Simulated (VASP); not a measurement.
Rh, 1 atom in the cell. The structure is cubic, space group Fm-3m (No. 225). Conventional cell: a = 3.800 Å, b = 3.800 Å, c = 3.800 Å, α = 90.00°, β = 90.00°, γ = 90.00°. Within 3.5 Å of Rh (site symmetry m-3m) lie 12 Rh at 2.69 Å. 

- Program: VASP 6.6.1
- Task: single point
- Functional: r2SCAN
- Potentials or basis: VASP PAW PBE potentials, release 64 (Rh_sv_GW)
- Cutoff: 580 eV
- k mesh: 18 × 18 × 18
- Occupations: gaussian, width 0.1 eV
- Spin: no spin polarisation
- Dipole correction: no
- Second run: valence_matched
- Further INCAR settings: ALGO = Normal; EDIFF = 1e-06; NBANDS = 14

Potentials or basis: VASP PAW PBE potentials, release 64 (Rh_sv_GW).

Command:

```bash
$ cat potpaw_PBE.64/Rh_sv_GW/POTCAR > POTCAR
$ cp INCAR.step1 INCAR
$ mpirun -np 1 vasp_std > vasp.out
$ cp INCAR.step2 INCAR
$ mpirun -np 1 vasp_std > vasp.out
```

Hardware: 1 thread of Intel(R) Xeon(R) Platinum 8259CL CPU @ 2.50GHz (Skylake/Cascade Lake) (shared host).

Problem. How long does it take, and how much memory?

Solution. It took 2.3 min on 1 thread of Intel(R) Xeon(R) Platinum 8259CL CPU @ 2.50GHz (Skylake/Cascade Lake), on a shared host, peak memory 0.19 GiB. Counts: k points 195.
